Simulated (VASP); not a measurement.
Here is a VASP 6.6.1 calculation.

The input INCAR:

```
PREC = Accurate ; ENCUT = 520
EDIFF = 1E-7 ; ISMEAR = 0
SIGMA = 0.1 ; LREAL = False
LASPH = True ; NELM = 100
ALGO = Normal ; ISIF = 2
LWAVE = False ; LCHARG = False
LDIPOL = True ; IDIPOL = 3
DIPOL = 0.5 0.5 0.492 ; GGA = PE
IVDW = 12 ; NBANDS = 34
```

File KPOINTS:

```
Automatic mesh
0
Gamma
  12 12 1
```

Contents of POSCAR:

```
C10N
1.0
    2.4649634496      0.0000000000      0.0000000000
   -1.2324817248      2.1347209667      0.0000000000
    0.0000000000      0.0000000000     32.4810787455
C N
10 1
Direct
    0.0000000000      0.0000000000      0.2616908208
    0.6666666667      0.3333333333      0.2616908159
    0.0000000000      0.0000000000      0.3654518342
    0.3333333333      0.6666666667      0.3654518293
    0.0000000000      0.0000000000      0.4695254962
    0.6666666667      0.3333333333      0.4695264872
    0.0000000000      0.0000000000      0.5726485591
    0.3333333333      0.6666666667      0.5727019648
    0.0000000000      0.0000000000      0.6795235600
    0.6666666667      0.3333333333      0.6696135132
    0.0000000000      0.0000000000      0.7242846026
```

Potentials or basis: VASP PAW PBE potentials, release 64 (C, N).

Launch:

```sh
$ cat potpaw_PBE.64/C/POTCAR potpaw_PBE.64/N/POTCAR > POTCAR
$ mpirun -np 1 vasp_std > vasp.out
```

(1) What does it give for the dispersion energy per atom?

(2) Estimate the largest force.

(3) Estimate the band gap on the k mesh.

Answers

(1) -0.142 eV.

(2) 0.102 eV/Å.

(3) zero (an odd number of electrons rules out a gap without spin polarisation).
